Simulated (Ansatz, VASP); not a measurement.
## Two plane-wave programs on BAs

```
B As
1.0
     0.00000    2.32011    2.42497
     2.32011    0.00000    2.42497
     2.32011    2.32011    0.00000
B As
1 1
Direct
  0.00000 0.00000 0.00000
  0.25000 0.25000 0.25000
```

Change from the starting cell: epitaxial_xy strain -3.0%.

Alike in both runs: task single point; functional r2SCAN; k mesh 10 × 10 × 10; no spin polarisation.

|  | VASP | Ansatz |
| --- | --- | --- |
| version | VASP 6.6.1 | Ansatz 0.2.0 |
| potentials or method | VASP PAW PBE potentials, release 64 (B, As) | plane waves, PAW |
| plane-wave cutoff (eV) | 520 | 500 |
| occupations | gaussian, width 0.01 eV | fixed |
| valence electrons in the cell | 8 | 18 |

```csv
,VASP,Ansatz,Ansatz less VASP
gap on the k mesh at the Fermi level (eV),0.96,0.96,+0.002
pressure (GPa),7.7,7.3,-0.37
"traceless stress, the component that is largest in VASP (GPa)",-7.31,-7.32,-0.016
```

VASP's potentials were made for PBE, not for r2SCAN. VASP's potentials hold 8 valence electrons a cell and Ansatz's 18, so a difference there can come from the potentials and not from the codes.
